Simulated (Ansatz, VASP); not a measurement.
## One calculation of AlN, two programs

```
Al N
1.0
    -3.10667    0.00000    0.00000
    -1.55333   -2.69045    0.00000
     0.00000    0.00000   10.45681
Al N
4 4
Cartesian
  -1.5533 -0.8968 6.5177
  -1.5533 -0.8968 1.5393
  -3.1067 -1.7936 9.0069
  -3.1067 -1.7936 4.0285
  -1.5533 -0.8968 8.4175
  -1.5533 -0.8968 3.4391
  -3.1067 -1.7936 0.9499
  -3.1067 -1.7936 5.9283
```

Alike in both runs: task single point; functional r2SCAN; k mesh 8 × 8 × 3; occupations gaussian, width 0.05 eV; no spin polarisation.

```csv
,VASP,Ansatz
version,VASP 6.6.1,Ansatz 0.2.0
potentials or method,"VASP PAW PBE potentials, release 64 (Al, N), cutoff 520 eV","scalar-relativistic, plane waves, PAW"
valence electrons in the cell,32,32
```

```csv
,VASP,Ansatz,Ansatz less VASP
gap on the k mesh at the Fermi level (eV),3.43,3.39,-0.038
least direct gap on the mesh (eV),3.43,3.39,-0.038
pressure (GPa),-5.0,-4.6,+0.37
"traceless stress, the component that is largest in VASP (GPa)",-7.14,-7.06,+0.079
rms of the force components (eV/Å),0.643,0.645,+0.0024
```

VASP's potentials were made for PBE, not for r2SCAN. Atom by atom the forces differ by 0.005 eV/Å (rms over components).
